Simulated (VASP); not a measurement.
LiCl:

```
CELL_PARAMETERS angstrom
0.00000 2.55603 2.55603
2.55603 0.00000 2.55603
2.55603 2.55603 0.00000
ATOMIC_POSITIONS crystal
Li 0.00000 0.00000 0.00000
Cl 0.50000 0.50000 0.50000
```

Program: VASP 6.6.1. Alike in all runs: task single point; no spin polarisation; cell as given; cutoff (eV) 520; smearing gaussian 0.01 eV.

**Question.** Order these runs on this cell by their band gap on the k mesh, lowest first.
A. level PBE; potentials or basis VASP PAW PBE potentials, release 64 (Li_sv, Cl); k mesh 6 × 6 × 6
B. level LDA; potentials or basis VASP PAW LDA potentials, release 64 (Li_sv, Cl); k mesh 8 × 8 × 8
C. level r2SCAN; potentials or basis VASP PAW PBE potentials, release 64 (Li_sv, Cl); k mesh 6 × 6 × 6

**Answer.** B (6.06 eV), A (6.40 eV), C (7.36 eV).

A k mesh can miss the band edges.
